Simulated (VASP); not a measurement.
Wanted: the native input for a VASP 6.6.1 run.

* Task: relaxation of cell and atoms
* Functional: PBEsol
* Potentials or basis: VASP PAW PBE potentials, release 64 (W_sv)
* Cutoff: 500 eV
* k mesh: 6 × 6 × 6
* Occupations: fermi-dirac, width 0.1 eV
* Spin: no spin polarisation
* Dipole correction: no
* Further INCAR settings: ALGO = Normal; EDIFF = 1e-07; IBRION = 2; EDIFFG = -0.01; NSW = 80; ISIF = 3

The structure of W lies in POSCAR:

```
W
1.0
    5.0830000000      0.0000000000      0.0000000000
    0.0000000000      5.0830000000      0.0000000000
    0.0000000000      0.0000000000      5.0830000000
W
8
Direct
    0.0000000000      0.0000000000      0.0000000000
    0.5000000000      0.5000000000      0.5000000000
    0.0000000000      0.5000000000      0.2500000000
    0.0000000000      0.5000000000      0.7500000000
    0.2500000000      0.0000000000      0.5000000000
    0.7500000000      0.0000000000      0.5000000000
    0.5000000000      0.7500000000      0.0000000000
    0.5000000000      0.2500000000      0.0000000000
```

The input as run:

INCAR

```
SYSTEM = W
PREC     = Accurate       ! precision mode
ENCUT    = 500            ! plane-wave cutoff, eV
EDIFF    = 1E-7           ! SCF threshold, eV
ISMEAR   = -1             ! smearing method
SIGMA    = 0.1            ! smearing width, eV
LREAL    = .False.        ! projectors in reciprocal space
LASPH    = .True.         ! aspherical terms in the spheres
NELM     = 120            ! most SCF steps
ALGO     = Normal         ! electronic algorithm
ISIF     = 3              ! what is computed and relaxed
LWAVE    = .False.        ! write WAVECAR
LCHARG   = .False.        ! write CHGCAR
GGA      = PS             ! functional
IBRION   = 2              ! ionic algorithm
NSW      = 80             ! ionic steps
EDIFFG   = -0.01          ! ionic threshold
GGA_COMPAT= .False.      
NELMIN   = 4
```

KPOINTS

```
Automatic mesh
0
Gamma
  6 6 6
  0 0 0
```

Potentials or basis: VASP PAW PBE potentials, release 64 (W_sv).

Run with:

```bash
$ cat potpaw_PBE.64/W_sv/POTCAR > POTCAR
$ mpirun -np 1 vasp_std > vasp.out
```

It gave:

```yaml
Relaxed_volume: 15.97 Å³/atom
Relaxed_cell: a = 5.037 Å, b = 5.037 Å, c = 5.037 Å, α = 90.00°, β = 90.00°, γ = 90.00°
Space_group_after_relaxing_to_0.1_Å: Pm-3n (No. 223)
Energy_gained_by_relaxing: 11.7 meV/atom
Ionic_steps: 4
Pressure_after_relaxing: 0.0 GPa
Band_gap_on_the_k_mesh: zero (bands 56 and 57 overlap by 0.86 eV)
```

Caveat: the PAW data sets were made with another functional, which shifts forces and pressure a little; spin-orbit coupling is left out, which moves the levels of the heavy elements.

Run time: 15 min on 1 thread of Intel Xeon 8259CL, with other jobs on the host, peak memory 0.32 GiB.
